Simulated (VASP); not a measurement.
A run of VASP 6.6.1 is set up as follows.

File POSCAR:

```
AlAs
1.0
    0.0000000000      2.8304000000      2.8304000000
    2.8304000000      0.0000000000      2.8304000000
    2.8304000000      2.8304000000      0.0000000000
Al As
1 1
Direct
    0.0000000000      0.0000000000      0.0000000000
    0.2500000000      0.2500000000      0.2500000000
```

Contents of INCAR.step1:

```
SYSTEM = AlAs
  ALGO = Normal
  EDIFF = 1E-5
  ENCUT = 400
  GGA = PE
  GGA_COMPAT = .False.
  ISIF = 2
  ISMEAR = 0
  LASPH = .True.
  LREAL = .False.
  LWAVE = .True.
  NBANDS = 11
  NELM = 120
  PREC = Accurate
  SIGMA = 0.01
```

Contents of INCAR.step2:

```
SYSTEM = AlAs
  AEXX = 0.2
  ALGO = Normal
  EDIFF = 1E-6
  ENCUT = 400
  GGA = PE
  GGA_COMPAT = .False.
  ISIF = 2
  ISMEAR = 0
  ISTART = 1
  LASPH = .True.
  LCHARG = .True.
  LELF = .True.
  LHFCALC = .True.
  LREAL = .False.
  LVHAR = .True.
  LWAVE = .False.
  NBANDS = 11
  NELM = 120
  PREC = Accurate
  PRECFOCK = Normal
  SIGMA = 0.01
```

The input KPOINTS:

```
k-points
0
Gamma
  4 4 4
  0 0 0
```

Potentials or basis: VASP PAW PBE potentials, release 64 (Al, As).

Launch:

```sh
$ cat potpaw_PBE.64/Al/POTCAR potpaw_PBE.64/As/POTCAR > POTCAR
$ cp INCAR.step1 INCAR
$ mpirun -np 1 vasp_std > vasp.out
$ cp INCAR.step2 INCAR
$ mpirun -np 1 vasp_std > vasp.out
```

Task: Estimate the pressure.

Result: 1.2 GPa.

Task: What does it give for the band gap on the k mesh?

Result: 2.53 eV (least direct gap 3.36 eV).

Caveat: the k points lie up to 0.48 Å⁻¹ apart; the PAW data sets were made with another functional, which shifts forces and pressure a little. A k mesh can miss the band edges.
